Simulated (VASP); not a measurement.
# Cr (Pm-3m) in VASP: density of states with PBEsol

Aim: the density of states of Cr with PBEsol.

Everything below comes from runs of VASP 6.6.1. Logs are shortened: lines on timing, memory, paths and dates and some standing lists are left out, and cuts for length are marked.

**1. The cell of the first run**

Symmetry: Pm-3m, No. 221, cubic system. The conventional cell has a = 1.770 Å, b = 1.770 Å, c = 1.770 Å, α = 90.00°, β = 90.00°, γ = 90.00°. Within 2.4 Å of Cr (site symmetry m-3m) lie 6 Cr at 1.77 Å.

**2. Density of states, PBEsol, collinear spin, ferromagnetic start (volume scaled by 0.45)**

POSCAR reads:

```
Cr
1.0
    1.7697704887      0.0000000000      0.0000000000
    0.0000000000      1.7697704887      0.0000000000
    0.0000000000      0.0000000000      1.7697704887
Cr
1
Direct
    0.0000000000      0.0000000000      0.0000000000
```

INCAR.step1 reads:

```
SYSTEM = Cr
PREC = Accurate
ENCUT = 520
EDIFF = 1E-7
ISMEAR = -1
SIGMA = 0.1
LREAL = .FALSE.
LASPH = .TRUE.
NELM = 150
ALGO = Normal
ISIF = 2
LWAVE = .FALSE.
LCHARG = .TRUE.
ISPIN = 2
MAGMOM = 2
LMAXMIX = 4
GGA = PS
NBANDS = 16
```

KPOINTS.step1 reads:

```
Automatic mesh
0
G
  16 16 16
  0 0 0
```

INCAR.step2 reads:

```
SYSTEM = Cr
PREC = Accurate
ENCUT = 520
EDIFF = 1E-7
ISMEAR = -5
SIGMA = 0.1
LREAL = .FALSE.
LASPH = .TRUE.
NELM = 150
ALGO = Normal
ISIF = 2
LWAVE = .FALSE.
LCHARG = .FALSE.
ISPIN = 2
MAGMOM = 2
LORBIT = 11
LMAXMIX = 4
GGA = PS
NBANDS = 16
NEDOS = 2001
ICHARG = 11
```

KPOINTS.step2 reads:

```
Automatic mesh
0
G
  24 24 24
  0 0 0
```

Potentials or basis: VASP PAW PBE potentials, release 64 (Cr_pv).

On the command line:

```bash
$ cat potpaw_PBE.64/Cr_pv/POTCAR > POTCAR
$ cp INCAR.step1 INCAR
$ cp KPOINTS.step1 KPOINTS
$ mpirun -np 1 vasp_std > vasp.out
$ cp INCAR.step2 INCAR
$ cp KPOINTS.step2 KPOINTS
$ mpirun -np 1 vasp_std > vasp.out
```

OUTCAR:

```text
SYSTEM = Cr
   PREC = Accurate
   ENCUT = 520
   EDIFF = 1E-7
   ISMEAR = -5
   LREAL = .FALSE.
   LASPH = .TRUE.
   NELM = 150
   ISIF = 2
   ISPIN = 2
   LORBIT = 11
   GGA = PS
   ICHARG = 11

 ion  position               nearest neighbor table
   1  0.000  0.000  0.000-

  LATTYP: Found a simple cubic cell.
 ALAT       =     1.7697704887

  Lattice vectors:

 A1 = (   1.7697704887,   0.0000000000,   0.0000000000)
 A2 = (   0.0000000000,   1.7697704887,   0.0000000000)
 A3 = (   0.0000000000,   0.0000000000,   1.7697704887)

Analysis of symmetry for initial positions (statically):
=====================================================================
 Subroutine PRICEL returns:
 Original cell was already a primitive cell.

 Routine SETGRP: Setting up the symmetry group for a
 simple cubic supercell.

 Subroutine GETGRP returns: Found 48 space group operations
 (whereof 48 operations were pure point group operations)
 out of a pool of 48 trial point group operations.

The static configuration has the point symmetry O_h .

Analysis of symmetry for dynamics (positions and initial velocities):
=====================================================================
 Subroutine PRICEL returns:
 Original cell was already a primitive cell.

 Routine SETGRP: Setting up the symmetry group for a
 simple cubic supercell.

 Subroutine GETGRP returns: Found 48 space group operations
 (whereof 48 operations were pure point group operations)
 out of a pool of 48 trial point group operations.

The dynamic configuration has the point symmetry O_h .

Analysis of structural, dynamic, and magnetic symmetry:
=====================================================================
 Subroutine PRICEL returns:
 Original cell was already a primitive cell.

 Routine SETGRP: Setting up the symmetry group for a
 simple cubic supercell.

 Subroutine GETGRP returns: Found 48 space group operations
 (whereof 48 operations were pure point group operations)
 out of a pool of 48 trial point group operations.

The overall configuration has the point symmetry O_h .

 Subroutine INISYM returns: Found 48 space group operations
 (whereof 48 operations are pure point group operations),
 and found     1 'primitive' translations

----------------------------------------------------------------------------------------
[... 99 lines left out ...]
   ISIF   =      2    stress and relaxation
   ISYM   =      2    0-nonsym 1-usesym 2-fastsym
   POTIM  = 0.5000    time-step for ionic-motion
   TEBEG  =    0.0;   TEEND  =   0.0 temperature during run
   PSTRESS=    0.0 pullay stress
   NELECT =      12.0000    total number of electrons
   NUPDOWN=      -1.0000    fix difference up-down
   EMIN   =  10.00;   EMAX   =-10.00  energy-range for DOS
   EFERMI =   0.00;   METHOD = LEGACY
   ISMEAR =    -5;   SIGMA  =   0.10  broadening in eV -4-tet -1-fermi 0-gaus
   EFERMI_NEDOS =   21; number of points for ismear=-14 and -15
   IALGO  =     38    algorithm
   IMIX   =      4    mixing-type and parameters
     AMIX     =   0.40;   BMIX     =  1.00
     AMIX_MAG =   1.60;   BMIX_MAG =  1.00
  volume/ion in A,a.u.               =       5.54        37.41
  Fermi-wavevector in a.u.,A,eV,Ry     =   2.117800  4.002062 61.023181  4.485077
  Thomas-Fermi vector in A             =   3.103104
   LORBIT       =     11    0 simple, 1 ext, 2 COOP (PROOUT), +10 PAW based schemes
   GGA     = PS    functional components
   LHFCALC =     F    Hartree Fock is set to
   AEXX    =    0.0000 exact exchange contribution
   IVDW    =     0    specifies the selected vdW correction
   LEPSILON=     F    determine dielectric tensor
   LRPA    =     F    only Hartree local field effects (RPA)
 spin polarized calculation
 Fermi weights with tetrahedron method with Bloechl corrections
  energy-cutoff  :      520.00
  volume of cell :        5.54
 maximum number of plane-waves:       160
 NGX is ok and might be reduce to    14

 number of electron      11.9999989 magnetization      -0.0000013

 Free energy of the ion-electron system (eV)
  ---------------------------------------------------
  ext. energy  EPLUGINS =         0.00000000
  ---------------------------------------------------
  free energy    TOTEN  =         0.34318089 eV

  energy without entropy =        0.34318089  energy(sigma->0) =        0.34318089

 E-fermi :  25.3781     XC(G=0): -18.5648

 val. band max:       25.7771584336   @ k =   0.3333   0.0000   0.0000
 cond. band min:      25.2387525111   @ k =   0.5000   0.3333   0.1667
 fundamental gap:     -0.5384059225
 Fermi energy:        25.3781408229

 spin component 1

 k-point     1 :       0.0000    0.0000    0.0000
  band No.  band energies     occupation
      1     -15.4163      1.00000
      2     -15.4163      1.00000
      3     -15.4163      1.00000
      4      16.2188      1.00000
      5      16.2188      1.00000
      6      17.3922      1.00000
[... 435 lines left out ...]
      5      21.7305      1.00000
      6      24.5475      1.01462
[... 8 lines left out ...]
     15      72.5133      0.00000
     16      77.3757      0.00000

 [... further k-points ...]

 spin component 2

 k-point     1 :       0.0000    0.0000    0.0000
  band No.  band energies     occupation
      1     -15.4163      1.00000
      2     -15.4163      1.00000
      3     -15.4163      1.00000
      4      16.2188      1.00000
      5      16.2188      1.00000
      6      17.3922      1.00000
[... 435 lines left out ...]
      5      21.7305      1.00000
      6      24.5475      1.01462
[... 8 lines left out ...]
     15      72.5133      0.00000
     16      77.3757      0.00000

 [... further k-points ...]
[... 5 lines left out ...]
  --------------------------------------------------------------------------------------
  -------------------------------------------------------------------------------------
  Total       31.4947863     31.4947863     31.4947863      0.0000000      0.0000000      0.0000000
  in kB     9103.2904955   9103.2904955   9103.2904955      0.0000000      0.0000000      0.0000000
  external PRESSURE =    9103.2904955 kB  Pullay stress =       0.0000000 kB

 VOLUME and BASIS-vectors are now :
 -----------------------------------------------------------------------------
  energy-cutoff  :      520.00
  volume of cell :        5.54
      direct lattice vectors                 reciprocal lattice vectors
     1.769770489  0.000000000  0.000000000     0.565045019  0.000000000  0.000000000
     0.000000000  1.769770489  0.000000000     0.000000000  0.565045019  0.000000000
     0.000000000  0.000000000  1.769770489     0.000000000  0.000000000  0.565045019

 POSITION                                       TOTAL-FORCE (eV/Angst)
 -----------------------------------------------------------------------------------
      0.00000      0.00000      0.00000         0.000000      0.000000      0.000000
 -----------------------------------------------------------------------------------
    total drift:                                0.000000     -0.000000     -0.000000

  FREE ENERGIE OF THE ION-ELECTRON SYSTEM (eV)
  ---------------------------------------------------
  free  energy   TOTEN  =         0.3431808882 eV

  energy  without entropy=        0.3431808882  energy(sigma->0) =        0.34318089

 total charge

# of ion       s       p       d       tot
------------------------------------------
    1        0.628   6.943   6.497  14.068

 magnetization (x)

# of ion       s       p       d       tot
------------------------------------------
    1       -0.000  -0.000  -0.000  -0.000
```

OUTCAR.step1:

```text
SYSTEM = Cr
   PREC = Accurate
   ENCUT = 520
   EDIFF = 1E-7
   ISMEAR = -1
   LREAL = .FALSE.
[... 1153 lines left out ...]
 -----------------------------------------------------------------------------------
      0.00000      0.00000      0.00000         0.000000      0.000000      0.000000
 -----------------------------------------------------------------------------------
    total drift:                               -0.000000     -0.000000     -0.000000

  FREE ENERGIE OF THE ION-ELECTRON SYSTEM (eV)
  ---------------------------------------------------
  free  energy   TOTEN  =         0.3309962840 eV

  energy  without entropy=        0.3562139444  energy(sigma->0) =        0.34360511
```

OSZICAR.step1:

```text
N       E                     dE             d eps       ncg     rms          rms(c)
DAV:   1     0.696489651481E+02    0.69649E+02   -0.56166E+03 11632   0.101E+03
DAV:   2     0.170119276584E+01   -0.67948E+02   -0.63429E+02 11160   0.248E+02
DAV:   3     0.764698904688E+00   -0.93649E+00   -0.93549E+00 11896   0.304E+01
DAV:   4     0.763871664866E+00   -0.82724E-03   -0.82723E-03 11880   0.902E-01
DAV:   5     0.763870750691E+00   -0.91417E-06   -0.91551E-06 12064   0.271E-02    0.515E+01
DAV:   6     0.265115040547E+00   -0.49876E+00   -0.39511E-02 11608   0.307E+00    0.297E+01
DAV:   7     0.403249854052E+00    0.13813E+00   -0.65281E-02 12680   0.243E+00    0.415E+00
DAV:   8     0.341232688587E+00   -0.62017E-01   -0.19438E-02 11240   0.149E+00    0.114E+00
DAV:   9     0.331304433942E+00   -0.99283E-02   -0.88662E-04 11064   0.400E-01    0.291E-01
DAV:  10     0.331006470505E+00   -0.29796E-03   -0.55400E-05 11848   0.974E-02    0.948E-02
DAV:  11     0.330994262993E+00   -0.12208E-04   -0.10983E-05 11568   0.406E-02    0.337E-02
DAV:  12     0.330992829251E+00   -0.14337E-05   -0.67913E-07 11344   0.124E-02    0.141E-02
DAV:  13     0.330995853140E+00    0.30239E-05   -0.22711E-07 10896   0.781E-03    0.248E-03
DAV:  14     0.330996137200E+00    0.28406E-06   -0.22645E-08  6400   0.178E-03    0.863E-04
DAV:  15     0.330996266553E+00    0.12935E-06   -0.27243E-09  5680   0.771E-04    0.618E-04
DAV:  16     0.330996283970E+00    0.17417E-07   -0.69926E-10  5496   0.344E-04
   1 F= 0.33099628E+00 E0= 0.34360511E+00  d E =-.252177E-01  mag=    -0.0000
```

Wall time 22 s (1 thread of Intel Xeon 6975P-C (Granite Rapids), shared host); peak memory 0.2 GiB.

What came out:

| Property | Result |
| --- | --- |
| Net moment | 0.00 μB per cell |

Levels at points of the mesh, in eV from the Fermi level:
Spin up:
```csv
k point,band 4,band 5,band 6,band 7,band 8,band 9
"(0.00, 0.00, 0.00)",-9.16,-9.16,-7.99,6.67,6.67,6.67
"(0.50, 0.00, 0.00)",-6.87,-3.63,0.19,0.19,1.82,7.31
"(0.50, 0.50, 0.00)",-14.22,-3.22,1.72,1.72,7.71,10.45
"(0.50, 0.50, 0.50)",-9.85,-9.85,-9.85,7.29,9.74,10.85
```
Spin down:
```
           k point  band 2  band 3  band 4  band 5  band 6  band 7  band 8  band 9  band 10  band 11
(0.00, 0.00, 0.00)  -40.79  -40.79   -9.16   -9.16   -7.99    6.67    6.67    6.67     8.35    33.40
(0.50, 0.00, 0.00)  -39.85  -39.85   -6.87   -3.63    0.19    0.19    1.82    7.31     8.05    20.30
(0.50, 0.50, 0.00)  -47.71  -39.00  -14.22   -3.22    1.72    1.72    7.71   10.45    15.21    15.21
(0.50, 0.50, 0.50)  -46.20  -46.20   -9.85   -9.85   -9.85    7.29    9.74   10.85    10.85    35.70
```

Caveat: the starting moments collapsed, and a magnetic state may lie lower; the PAW data sets were made with another functional, which shifts forces and pressure a little; tetrahedron occupations give inexact forces and stress in metals.
